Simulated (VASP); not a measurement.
# Zr (Fd-3m) in VASP: further runs, part 2 of 2

VASP 6.6.1. The steps go on from the part before.

## (4) Relaxation of cell and atoms, PBE, target pressure 350 GPa, at which the enthalpy is minimised

This run uses another cell than the first one, of 10.04 Å³/atom.

Contents of INCAR:

```
  PREC = Accurate
  ENCUT = 600
  EDIFF = 1E-7
  ISMEAR = -1
  SIGMA = 0.1
  LREAL = False
  LASPH = True
  NELM = 100
  ALGO = Normal
  ISIF = 3
  LWAVE = False
  LCHARG = False
  GGA = PE
  IBRION = 2
  NSW = 60
  EDIFFG = -0.005
  PSTRESS = 3500.0
```

Contents of KPOINTS:

```
Automatic mesh
0
Gamma
  14 14 14
```

Contents of POSCAR:

```
Zr
1.0
    0.0000000000      2.1571767478      2.1571767478
    2.1571767478      0.0000000000      2.1571767478
    2.1571767478      2.1571767478      0.0000000000
Zr
2
Direct
   -0.1250000000     -0.1250000000     -0.1250000000
    0.1250000000      0.1250000000      0.1250000000
```

Potentials or basis: VASP PAW PBE potentials, release 64 (Zr_sv).

Started as:

```
cat potpaw_PBE.64/Zr_sv/POTCAR > POTCAR
mpirun -np 1 vasp_std > vasp.out
```

OUTCAR:

```text
PREC = Accurate
   ENCUT = 600
   EDIFF = 1E-7
   ISMEAR = -1
   LREAL = False
   LASPH = True
   NELM = 100
   ISIF = 3
   GGA = PE
   IBRION = 2
   NSW = 60
   EDIFFG = -0.005
   PSTRESS = 3500.0

 ion  position               nearest neighbor table
   1  0.875  0.875  0.875-   2 1.87   2 1.87   2 1.87   2 1.87   2 3.58   2 3.58   2 3.58   2 3.58
                             2 3.58   2 3.58   2 3.58   2 3.58   2 3.58   2 3.58   2 3.58   2 3.58
   2  0.125  0.125  0.125-   1 1.87   1 1.87   1 1.87   1 1.87   1 3.58   1 3.58   1 3.58   1 3.58
                             1 3.58   1 3.58   1 3.58   1 3.58   1 3.58   1 3.58   1 3.58   1 3.58

 -----------------------------------------------------------------------------
|                                                                             |
|           W    W    AA    RRRRR   N    N  II  N    N   GGGG   !!!           |
|           W    W   A  A   R    R  NN   N  II  NN   N  G    G  !!!           |
|           W    W  A    A  R    R  N N  N  II  N N  N  G       !!!           |
|           W WW W  AAAAAA  RRRRR   N  N N  II  N  N N  G  GGG   !            |
|           WW  WW  A    A  R   R   N   NN  II  N   NN  G    G                |
|           W    W  A    A  R    R  N    N  II  N    N   GGGG   !!!           |
|                                                                             |
|     The distance between some ions is very small. Please check the          |
|     nearest-neighbor list in the OUTCAR file.                               |
|     I HOPE YOU KNOW WHAT YOU ARE DOING!                                     |
|                                                                             |
 -----------------------------------------------------------------------------

  LATTYP: Found a face centered cubic cell.
 ALAT       =     4.3143534956

  Lattice vectors:

 A1 = (   0.0000000000,   2.1571767478,   2.1571767478)
 A2 = (   2.1571767478,   0.0000000000,   2.1571767478)
 A3 = (   2.1571767478,   2.1571767478,   0.0000000000)

Analysis of symmetry for initial positions (statically):
=====================================================================
 Subroutine PRICEL returns:
 Original cell was already a primitive cell.

 Routine SETGRP: Setting up the symmetry group for a
 face centered cubic supercell.

 Subroutine GETGRP returns: Found 48 space group operations
 (whereof 12 operations were pure point group operations)
[... 148 lines left out ...]
   LRPA    =     F    only Hartree local field effects (RPA)
 conjugate gradient relaxation of ions
 non-spin polarized calculation
  energy-cutoff  :      600.00
  volume of cell :       20.08
 maximum number of plane-waves:       692
   NGX = 13   NGY = 13   NGZ = 13

--------------------------------------- Ionic step        1  -------------------------------------------

 number of electron      24.0000000 magnetization

 Free energy of the ion-electron system (eV)
  ---------------------------------------------------
  ext. energy  EPLUGINS =         0.00000000
  ---------------------------------------------------
  free energy    TOTEN  =        11.71314304 eV

  energy without entropy =       11.75429611  energy(sigma->0) =       11.73371958

------------------------ aborting loop because EDIFF is reached ----------------------------------------

  FORCE on cell =-STRESS in cart. coord.  units (eV):
  Direction    XX          YY          ZZ          XY          YZ          ZX
  --------------------------------------------------------------------------------------
  -------------------------------------------------------------------------------------
  Total       72.2139640     72.2139640     72.2139640      0.0000000      0.0000000      0.0000000
  in kB     5762.9464029   5762.9464029   5762.9464029      0.0000000      0.0000000      0.0000000
  external PRESSURE =    2262.9464029 kB  Pullay stress =    3500.0000000 kB
[... 25 lines left out ...]
--------------------------------------- Ionic step        2  -------------------------------------------

 number of electron      24.0000005 magnetization

 E-fermi :   2.4999     XC(G=0):  -7.8517

 val. band max:        2.4936493324   @ k =   0.1429   0.1429   0.0000
 cond. band min:       2.5019262391   @ k =  -0.1429   0.1429   0.0000
 fundamental gap:      0.0082769066
 Fermi energy:         2.4998613792

 k-point     1 :       0.0000    0.0000    0.0000
  band No.  band energies     occupation
      1     -46.7702      2.00000
      2     -46.6584      2.00000
      3     -24.8561      2.00000
      4     -24.8561      2.00000
      5     -24.8561      2.00000
      6     -24.5631      2.00000
[... 598 lines left out ...]
--------------------------------------- Ionic step        6  -------------------------------------------

 number of electron      23.9999999 magnetization

 Free energy of the ion-electron system (eV)
  ---------------------------------------------------
  ext. energy  EPLUGINS =         0.00000000
  ---------------------------------------------------
  free energy    TOTEN  =         3.14491839 eV

  energy without entropy =        3.19418457  energy(sigma->0) =        3.16955148

 E-fermi :  19.4058     XC(G=0): -14.3632

 val. band max:       19.3925183916   @ k =  -0.0714   0.0714   0.0000
 cond. band min:      19.4401523227   @ k =   0.2857   0.2143   0.0714
 fundamental gap:      0.0476339311
 Fermi energy:        19.4058235896

 k-point     1 :       0.0000    0.0000    0.0000
  band No.  band energies     occupation
      1     -34.1257      2.00000
      2     -25.6128      2.00000
      3     -11.9670      2.00000
      4     -11.9670      2.00000
      5     -11.9670      2.00000
      6      -6.1286      2.00000
[... 480 lines left out ...]
  energy  without entropy=        3.1941845675  energy(sigma->0) =        3.16955148

  enthalpy is  TOTEN    =        53.6349555708 eV   P V=       50.4900371808

 reached required accuracy - stopping structural energy minimisation
```

CONTCAR:

```text
Zr
   1.00000000000000
     0.0000000000000000    2.2608551798487433    2.2608551798487433
     2.2608551798487433   -0.0000000000000000    2.2608551798487433
     2.2608551798487433    2.2608551798487433   -0.0000000000000000
  Zr
     2
Direct
     0.8750000000000000    0.8750000000000000    0.8750000000000000
     0.1250000000000000    0.1250000000000000    0.1250000000000000

  0.00000000E+00  0.00000000E+00  0.00000000E+00
  0.00000000E+00  0.00000000E+00  0.00000000E+00
```

Wall time 6.3 min (1 thread of AMD EPYC 7R13, shared host); peak memory 0.14 GiB.

What came out:

```
Free energy                                                : 3.1449 eV
Relaxed volume                                             : 11.56 Å³/atom
Relaxed cell                                               : a = 3.197 Å, b = 3.197 Å, c = 3.197 Å, α = 60.00°, β = 60.00°, γ = 60.00°
Space group after relaxing (to 0.1 Å)                      : Fd-3m (No. 227)
Energy change on relaxing (the run minimises the enthalpy) : -4284.1 meV/atom
Ionic steps                                                : 6
Pressure after relaxing                                    : 350.0 GPa
Band gap on the k mesh                                     : zero (bands 12 and 13 overlap by 4.14 eV)
```

Step by step:
```csv
step,energy change (eV),largest force (eV/Å),pressure (GPa),volume (Å³)
1,0.0000,0.0000,576.29,20.08
2,-22.8219,0.0000,-9.69,95.88
3,-18.2006,0.0000,121.40,30.35
4,-10.0043,0.0000,314.01,23.81
5,-8.7281,0.0000,345.97,23.19
6,-8.5682,0.0000,350.02,23.11
```

Final structure:
```
Zr
1.0
     0.00000    2.26086    2.26086
     2.26086    0.00000    2.26086
     2.26086    2.26086    0.00000
Zr
2
Direct
  0.87500 0.87500 0.87500
  0.12500 0.12500 0.12500
```

Caveat: the cell is relaxed towards a set pressure, so the run minimises the enthalpy, not the energy; the volume moved by over 15 % at a fixed basis, so the end points are rough; atoms lie so close that the PAW spheres overlap strongly, which falsifies energies and pressures.

## (5) Relaxation of cell and atoms, PBE, target pressure 350 GPa, at which the enthalpy is minimised

Contents of INCAR:

```
ALGO = Normal
EDIFF = 1E-6
EDIFFG = -0.005
ENCUT = 600
GGA = PE
IBRION = 2
ISIF = 3
ISMEAR = -1
LASPH = T
LCHARG = F
LREAL = F
LWAVE = F
NELM = 60
NSW = 32
PREC = Accurate
PSTRESS = 3500.0
SIGMA = 0.1
```

Contents of KPOINTS:

```
k-points
0
Gamma
  14 14 14
```

Contents of POSCAR:

```
Zr
1.0
    0.0000000000      2.2554413979      2.2554413979
    2.2554413979      0.0000000000      2.2554413979
    2.2554413979      2.2554413979      0.0000000000
Zr
2
Direct
   -0.1250000000     -0.1250000000     -0.1250000000
    0.1250000000      0.1250000000      0.1250000000
```

Started as:

```
cat potpaw_PBE.64/Zr_sv/POTCAR > POTCAR
mpirun -np 1 vasp_std > vasp.out
```

Run time: 4.8 min. Hardware: 1 thread of AMD EPYC 7R13, shared host; peak memory 0.16 GiB.

Results (log left out):

- Free energy: 3.1404 eV
- Relaxed volume: 11.56 Å³/atom
- Relaxed cell: a = 3.197 Å, b = 3.197 Å, c = 3.197 Å, α = 60.00°, β = 60.00°, γ = 60.00°
- Space group after relaxing (to 0.1 Å): Fd-3m (No. 227)
- Energy change on relaxing (the run minimises the enthalpy): -183.4 meV/atom
- Ionic steps: 4
- Pressure after relaxing: 350.0 GPa
- Band gap on the k mesh: zero (bands 12 and 13 overlap by 4.14 eV)

The path:
```
step  energy change (eV)  largest force (eV/Å)  pressure (GPa)  volume (Å³)
   1              0.0000                0.0000          359.31        22.95
   2             -4.3128                0.0000          252.49        25.23
   3             -0.3867                0.0000          349.49        23.12
   4             -0.3668                0.0000          350.01        23.11
```

Final structure:
```yaml
crystal:
  lattice:
    - [0.00000, 2.26086, 2.26086]
    - [2.26086, 0.00000, 2.26086]
    - [2.26086, 2.26086, 0.00000]
  atoms:
    - { symbol: Zr, position: [0.87500, 0.87500, 0.87500] }
    - { symbol: Zr, position: [0.12500, 0.12500, 0.12500] }
```

Levels at points of the mesh, in eV from the Fermi level:
```
           k point  band 9  band 10  band 11  band 12  band 13  band 14  band 15  band 16
(0.00, 0.00, 0.00)   -6.18    -5.36    -5.36    -0.18    -0.18    -0.18     7.74     7.74
(0.50, 0.00, 0.00)   -5.23    -4.22    -4.22    -2.44    -2.44    -1.82     5.89     9.38
(0.50, 0.50, 0.00)   -6.79    -6.79    -2.50    -2.50     0.80     0.80     8.06     8.06
```

Caveat: the cell is relaxed towards a set pressure, so the run minimises the enthalpy, not the energy; atoms lie so close that the PAW spheres overlap strongly, which falsifies energies and pressures.

## (6) Summary

| task | cell | cutoff (eV) | gap on the mesh (eV) | pressure (GPa) |
| --- | --- | --- | --- | --- |
| single point | a = 3.190 Å, angles 60.0°, 2 atoms | 520 | none | 359.3 |
| single point | a = 3.191 Å, angles 60.0°, 2 atoms | 520 | none | 357.5 |
| relaxation of cell and atoms | relaxed to 350 GPa from a = 3.051 Å, angles 60.0°, 2 atoms | 600 | none | 350.0 |
| relaxation of cell and atoms | relaxed to 350 GPa from a = 3.190 Å, angles 60.0°, 2 atoms | 600 | none | 350.0 |

Alike in all rows: level PBE; potentials or basis VASP PAW PBE potentials, release 64 (Zr_sv); no spin polarisation; k mesh 14 × 14 × 14; smearing fermi-dirac 0.1 eV.

Caveats: atoms lie so close that the PAW spheres overlap strongly, which falsifies energies and pressures; the cell stands under pressure (at least some runs); the cell is relaxed towards a set pressure, so the run minimises the enthalpy, not the energy (at least some runs); the volume moved by over 15 % at a fixed basis, so the end points are rough (at least some runs).

Total energies depend on the potentials used, so only differences within one code and one set of settings carry meaning.
